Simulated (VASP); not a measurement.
# PbS (I4/mmm) in VASP: notebook

The runs below take PbS through single point, with r2SCAN.

All numbers are computed with VASP 6.6.1; they aren't measurements. Logs are shortened: lines on timing, memory, paths and dates and some standing lists are left out, and cuts for length are marked.

## Step 1: The cell of the first run

The structure is tetragonal, space group I4/mmm (No. 139). Conventional cell: a = 4.088 Å, b = 4.088 Å, c = 6.226 Å, α = 90.00°, β = 90.00°, γ = 90.00°. Within 3.8 Å of Pb (site symmetry 4/mmm) lie 6 S at 2.89 to 3.11 Å. S (site symmetry 4/mmm) has 6 Pb at 2.89 to 3.11 Å within 3.8 Å.

## Step 2: Single point, r2SCAN (strain -0.025 along x and y, +0.050 along z)

POSCAR reads:

```
PbS
1.0
    0.0000000000      2.8908750000      3.1132500000
    2.8908750000      0.0000000000      3.1132500000
    2.8908750000      2.8908750000      0.0000000000
Pb S
1 1
Direct
    0.0000000000      0.0000000000      0.0000000000
    0.5000000000      0.5000000000      0.5000000000
```

INCAR.step1 reads:

```
PREC = Accurate
ENCUT = 550
ISMEAR = 0
SIGMA = 0.05
LREAL = F
LASPH = T
NELM = 120
NBANDS = 17
GGA = PE
ALGO = Normal
EDIFF = 1E-5
LWAVE = T
LCHARG = F
GGA_COMPAT = F
```

INCAR.step2 reads:

```
PREC = Accurate
ENCUT = 550
EDIFF = 1E-6
ISMEAR = 0
SIGMA = 0.05
LREAL = F
LASPH = T
NELM = 120
ALGO = Normal
ISIF = 2
LWAVE = F
LCHARG = F
METAGGA = R2SCAN
LMIXTAU = T
NBANDS = 17
ISTART = 1
GGA_COMPAT = F
```

KPOINTS reads:

```
regular mesh
0
Gamma
  8 8 8
```

Potentials or basis: VASP PAW PBE potentials, release 64 (Pb_d, S).

Run with:

```
$ cat potpaw_PBE.64/Pb_d/POTCAR potpaw_PBE.64/S/POTCAR > POTCAR
$ cp INCAR.step1 INCAR
$ mpirun -np 1 vasp_std > vasp.out
$ cp INCAR.step2 INCAR
$ mpirun -np 1 vasp_std > vasp.out
```

OUTCAR:

```text
PREC = Accurate
   ENCUT = 550
   EDIFF = 1E-6
   ISMEAR = 0
   LREAL = F
   LASPH = T
   NELM = 120
   ISIF = 2
   METAGGA = R2SCAN
   ISTART = 1

 ion  position               nearest neighbor table
   1  0.000  0.000  0.000-   2 2.89   2 2.89   2 2.89   2 2.89   2 3.11   2 3.11
   2  0.500  0.500  0.500-   1 2.89   1 2.89   1 2.89   1 2.89   1 3.11   1 3.11

  LATTYP: Found a body centered tetragonal cell.
 ALAT       =     4.0883146321
 C/A-ratio  =     1.5229992210

  Lattice vectors:

 A1 = (  -2.8908750000,   0.0000000000,   3.1132500000)
 A2 = (   2.8908750000,   0.0000000000,   3.1132500000)
 A3 = (   0.0000000000,   2.8908750000,  -3.1132500000)

Analysis of symmetry for initial positions (statically):
=====================================================================
 Subroutine PRICEL returns:
 Original cell was already a primitive cell.

 Routine SETGRP: Setting up the symmetry group for a
 body centered tetragonal supercell.

 Subroutine GETGRP returns: Found 16 space group operations
 (whereof 16 operations were pure point group operations)
 out of a pool of 16 trial point group operations.

The static configuration has the point symmetry D_4h.

Analysis of symmetry for dynamics (positions and initial velocities):
=====================================================================
 Subroutine PRICEL returns:
 Original cell was already a primitive cell.

 Routine SETGRP: Setting up the symmetry group for a
 body centered tetragonal supercell.

 Subroutine GETGRP returns: Found 16 space group operations
 (whereof 16 operations were pure point group operations)
 out of a pool of 16 trial point group operations.

The dynamic configuration has the point symmetry D_4h.

 Subroutine INISYM returns: Found 16 space group operations
 (whereof 16 operations are pure point group operations),
 and found     1 'primitive' translations

----------------------------------------------------------------------------------------

                                     Primitive cell

  volume of cell :      52.0358

  direct lattice vectors                    reciprocal lattice vectors
     0.000000000  2.890875000  3.113250000    -0.172958014  0.172958014  0.160603871
     2.890875000  0.000000000  3.113250000     0.172958014 -0.172958014  0.160603871
     2.890875000  2.890875000  0.000000000     0.172958014  0.172958014 -0.160603871

  length of vectors
     4.248468410  4.248468410  4.088314632     0.292613316  0.292613316  0.292613316

  position of ions in fractional coordinates (direct lattice)
     0.000000000  0.000000000  0.000000000
     0.500000000  0.500000000  0.500000000

  ion indices of the primitive-cell ions
   primitive index   ion index
                 1           1
                 2           2

----------------------------------------------------------------------------------------

 KPOINTS: regular mesh

Automatic generation of k-mesh.
 Grid dimensions read from file:
 generate k-points for:    8    8    8

 Generating k-lattice:

  Cartesian coordinates                     Fractional coordinates (reciprocal lattice)
    -0.021619752  0.021619752  0.020075484     0.125000000  0.000000000  0.000000000
     0.021619752 -0.021619752  0.020075484     0.000000000  0.125000000  0.000000000
     0.021619752  0.021619752 -0.020075484     0.000000000  0.000000000  0.125000000

  Length of vectors
     0.036576665  0.036576665  0.036576665

  Shift w.r.t. Gamma in fractional coordinates (k-lattice)
     0.000000000  0.000000000  0.000000000

 Subroutine IBZKPT returns following result:
 ===========================================

 Found     59 irreducible k-points:

 Following reciprocal coordinates:
            Coordinates               Weight
  0.000000  0.000000  0.000000      1.000000
  0.125000 -0.000000  0.000000      8.000000
  0.250000 -0.000000  0.000000      8.000000
  0.375000 -0.000000  0.000000      8.000000
  0.500000 -0.000000  0.000000      4.000000
  0.125000  0.125000  0.000000      2.000000
[... 16 lines left out ...]
  0.250000 -0.000000  0.125000     16.000000
  0.375000 -0.000000  0.125000     16.000000
 [... further k-points ...]
   k-points           NKPTS =     59   k-points in BZ     NKDIM =     59   number of bands    NBANDS=     17
   number of dos      NEDOS =    301   number of ions     NIONS =      2
   total plane-waves  NPLWV =  32768
   dimension x,y,z NGX =    32 NGY =   32 NGZ =   32
   dimension x,y,z NGXF=    64 NGYF=   64 NGZF=   64
   ions per type =               1   1
   NGX,Y,Z   is equivalent  to a cutoff of  12.52, 12.52, 13.01 a.u.
   NGXF,Y,Z  is equivalent  to a cutoff of  25.04, 25.04, 26.02 a.u.
 SYSTEM =  unknown system
   PREC   = accura    normal or accurate (medium, high low for compatibility)
   ISTART =      1    job   : 0-new  1-cont  2-samecut
   ICHARG =      0    charge: 1-file 2-atom 10-const
   ISPIN  =      1    spin polarized calculation?
   LNONCOLLINEAR =      F non collinear calculations
   LSORBIT =      F    spin-orbit coupling
   LASPH  =      T    aspherical Exc in radial PAW
   ENCUT  =  550.0 eV  40.42 Ry    6.36 a.u.   8.12  8.12  7.82*2*pi/ulx,y,z
   NELM   =    120;   NELMIN=  2; NELMDL=  0     # of ELM steps
   EDIFF  = 0.1E-05   stopping-criterion for ELM
   LREAL  =      F    real-space projection
   EDIFFG = 0.1E-04   stopping-criterion for IOM
   NSW    =      0    number of steps for IOM
   IBRION =     -1    ionic relax: 0-MD 1-quasi-New 2-CG
   NFREE  =      0    steps in history (QN), initial steepest desc. (CG)
   ISIF   =      2    stress and relaxation
   ISYM   =      2    0-nonsym 1-usesym 2-fastsym
   POTIM  = 0.5000    time-step for ionic-motion
   TEBEG  =    0.0;   TEEND  =   0.0 temperature during run
   PSTRESS=    0.0 pullay stress
   NELECT =      20.0000    total number of electrons
   NUPDOWN=      -1.0000    fix difference up-down
   EMIN   =  10.00;   EMAX   =-10.00  energy-range for DOS
   EFERMI =   0.00;   METHOD = LEGACY
   ISMEAR =     0;   SIGMA  =   0.05  broadening in eV -4-tet -1-fermi 0-gaus
   EFERMI_NEDOS =   21; number of points for ismear=-14 and -15
   IALGO  =     38    algorithm
   IMIX   =      4    mixing-type and parameters
     AMIX     =   0.40;   BMIX     =  1.00
     AMIX_MAG =   1.60;   BMIX_MAG =  1.00
  volume/ion in A,a.u.               =      26.02       175.58
  Fermi-wavevector in a.u.,A,eV,Ry     =   1.190284  2.249311 19.276410  1.416776
  Thomas-Fermi vector in A             =   2.326372
   LORBIT       =      0    0 simple, 1 ext, 2 COOP (PROOUT), +10 PAW based schemes
   METAGGA = R2SCAN    functional components
   LHFCALC =     F    Hartree Fock is set to
   AEXX    =    0.0000 exact exchange contribution
   IVDW    =     0    specifies the selected vdW correction
   LEPSILON=     F    determine dielectric tensor
   LRPA    =     F    only Hartree local field effects (RPA)
 non-spin polarized calculation
 Gauss-broadening in eV      SIGMA  =   0.05
  energy-cutoff  :      550.00
  volume of cell :       52.04
 maximum number of plane-waves:      1540
   NGX = 17   NGY = 17   NGZ = 15

 number of electron      19.9999996 magnetization

 Free energy of the ion-electron system (eV)
  ---------------------------------------------------
  ext. energy  EPLUGINS =         0.00000000
  ---------------------------------------------------
  free energy    TOTEN  =       -65.53186446 eV

  energy without entropy =      -65.53186446  energy(sigma->0) =      -65.53186446

 E-fermi :   6.0990     XC(G=0): -10.2591

 val. band max:        5.8565387962   @ k =   0.5000  -0.0000   0.0000
 cond. band min:       6.3194264252   @ k =   0.5000  -0.0000   0.0000
 fundamental gap:      0.4628876290
 Fermi energy:         6.0989613406

 k-point     1 :       0.0000    0.0000    0.0000
  band No.  band energies     occupation
      1     -11.7374      2.00000
      2     -11.7178      2.00000
      3     -11.7178      2.00000
      4     -11.6992      2.00000
      5     -11.6709      2.00000
      6      -8.5227      2.00000
[... 9 lines left out ...]
     16      13.0454      0.00000
     17      14.0159      0.00000

 k-point     2 :       0.1250   -0.0000    0.0000
  band No.  band energies     occupation
      1     -11.7377      2.00000
      2     -11.7170      2.00000
      3     -11.7140      2.00000
      4     -11.6933      2.00000
      5     -11.6757      2.00000
      6      -8.3871      2.00000
[... 9 lines left out ...]
     16      13.3889      0.00000
     17      15.0184      0.00000

 k-point     3 :       0.2500   -0.0000    0.0000
  band No.  band energies     occupation
      1     -11.7423      2.00000
      2     -11.7155      2.00000
      3     -11.7102      2.00000
      4     -11.6820      2.00000
      5     -11.6751      2.00000
      6      -8.0112      2.00000
[... 9 lines left out ...]
     16      14.1803      0.00000
     17      17.0099      0.00000

 k-point     4 :       0.3750   -0.0000    0.0000
  band No.  band energies     occupation
      1     -11.7490      2.00000
      2     -11.7176      2.00000
      3     -11.7146      2.00000
      4     -11.6771      2.00000
      5     -11.6547      2.00000
      6      -7.5260      2.00000
[... 9 lines left out ...]
     16      15.5448      0.00000
     17      17.9758      0.00000

 k-point     5 :       0.5000   -0.0000    0.0000
  band No.  band energies     occupation
      1     -11.7520      2.00000
      2     -11.7225      2.00000
      3     -11.7145      2.00000
      4     -11.6731      2.00000
      5     -11.6460      2.00000
      6      -7.2671      2.00000
[... 9 lines left out ...]
     16      16.4259      0.00000
     17      17.0058      0.00000

 k-point     6 :       0.1250    0.1250    0.0000
  band No.  band energies     occupation
      1     -11.7536      2.00000
      2     -11.7104      2.00000
      3     -11.7104      2.00000
      4     -11.7021      2.00000
      5     -11.6682      2.00000
      6      -8.3604      2.00000
[... 9 lines left out ...]
     16      14.1015      0.00000
     17      16.0476      0.00000

 k-point     7 :       0.2500    0.1250    0.0000
  band No.  band energies     occupation
      1     -11.7669      2.00000
      2     -11.7065      2.00000
      3     -11.7033      2.00000
      4     -11.6963      2.00000
      5     -11.6693      2.00000
      6      -8.0815      2.00000
[... 9 lines left out ...]
     16      14.8238      0.00000
     17      17.3744      0.00000

 k-point     8 :       0.3750    0.1250    0.0000
  band No.  band energies     occupation
      1     -11.7719      2.00000
      2     -11.7064      2.00000
      3     -11.7045      2.00000
      4     -11.6788      2.00000
      5     -11.6705      2.00000
      6      -7.6352      2.00000
[... 9 lines left out ...]
     16      15.8019      0.00000
     17      18.2311      0.00000
[... 203 lines left out ...]
      1     -11.8620      2.00000
      2     -11.7111      2.00000
      3     -11.6732      2.00000
      4     -11.6709      2.00000
      5     -11.6593      2.00000
      6      -7.1232      2.00000
[... 9 lines left out ...]
     16      18.1313      0.00000
     17      18.1464      0.00000

 k-point    20 :      -0.3750    0.3750    0.0000
  band No.  band energies     occupation
      1     -11.8324      2.00000
      2     -11.6920      2.00000
      3     -11.6848      2.00000
      4     -11.6775      2.00000
      5     -11.6726      2.00000
      6      -6.9942      2.00000
[... 9 lines left out ...]
     16      17.3010      0.00000
     17      18.0757      0.00000

 k-point    21 :       0.5000    0.5000    0.0000
  band No.  band energies     occupation
      1     -11.8830      2.00000
      2     -11.7193      2.00000
      3     -11.6662      2.00000
      4     -11.6662      2.00000
      5     -11.6526      2.00000
      6      -7.0879      2.00000
[... 9 lines left out ...]
     16      18.6037      0.00000
     17      18.6037      0.00000

 k-point    22 :       0.1250    0.0000    0.1250
  band No.  band energies     occupation
      1     -11.7299      2.00000
      2     -11.7219      2.00000
      3     -11.7115      2.00000
      4     -11.6871      2.00000
      5     -11.6850      2.00000
      6      -8.3280      2.00000
[... 9 lines left out ...]
     16      14.2174      0.00000
     17      14.2496      0.00000

 k-point    23 :       0.2500   -0.0000    0.1250
  band No.  band energies     occupation
      1     -11.7311      2.00000
      2     -11.7230      2.00000
      3     -11.7098      2.00000
      4     -11.6964      2.00000
      5     -11.6702      2.00000
      6      -8.0120      2.00000
[... 9 lines left out ...]
     16      14.9076      0.00000
     17      15.7793      0.00000

 k-point    24 :       0.3750   -0.0000    0.1250
  band No.  band energies     occupation
      1     -11.7433      2.00000
      2     -11.7237      2.00000
      3     -11.7186      2.00000
      4     -11.6887      2.00000
      5     -11.6511      2.00000
      6      -7.5395      2.00000
[... 9 lines left out ...]
     16      16.0933      0.00000
     17      17.3906      0.00000

 [... further k-points ...]

------------------------ aborting loop because EDIFF is reached ----------------------------------------

  FORCE on cell =-STRESS in cart. coord.  units (eV):
  Direction    XX          YY          ZZ          XY          YZ          ZX
  --------------------------------------------------------------------------------------
  -------------------------------------------------------------------------------------
  Total        1.7229170      1.7229170     -1.1585811      0.0000000     -0.0000000      0.0000000
  in kB       53.0484039     53.0484039    -35.6725700      0.0000000     -0.0000000      0.0000000
  external PRESSURE =      23.4747459 kB  Pullay stress =       0.0000000 kB

 VOLUME and BASIS-vectors are now :
 -----------------------------------------------------------------------------
  energy-cutoff  :      550.00
  volume of cell :       52.04
      direct lattice vectors                 reciprocal lattice vectors
     0.000000000  2.890875000  3.113250000    -0.172958014  0.172958014  0.160603871
     2.890875000  0.000000000  3.113250000     0.172958014 -0.172958014  0.160603871
     2.890875000  2.890875000  0.000000000     0.172958014  0.172958014 -0.160603871

 POSITION                                       TOTAL-FORCE (eV/Angst)
 -----------------------------------------------------------------------------------
      0.00000      0.00000      0.00000        -0.000000     -0.000000      0.000000
      2.89087      2.89087      3.11325         0.000000      0.000000     -0.000000
 -----------------------------------------------------------------------------------
    total drift:                                0.000000     -0.000000     -0.000000

  FREE ENERGIE OF THE ION-ELECTRON SYSTEM (eV)
  ---------------------------------------------------
  free  energy   TOTEN  =       -65.5318644564 eV

  energy  without entropy=      -65.5318644564  energy(sigma->0) =      -65.53186446
```

Run time: 2.1 min. Hardware: 1 thread of AMD EPYC 9R45 (Zen 5), shared host; peak memory 0.19 GiB.

What came out:

- Free energy: -65.5319 eV
- Pressure: 2.3 GPa
- Band gap on the k mesh: 0.46 eV

Stress tensor (GPa, compression positive):
```
 5.30  0.00  0.00
 0.00  5.30  0.00
 0.00  0.00 -3.57
```

Caveat: the cell differs from its parent crystal (strain -0.025 along x and y, +0.050 along z); the stress differs along the axes, from -4 to 5 GPa; the PAW data sets were made with another functional, which shifts forces and pressure a little; spin-orbit coupling is left out, which moves the levels of the heavy elements. A k mesh can miss the band edges.

[end of part 1 of 3]
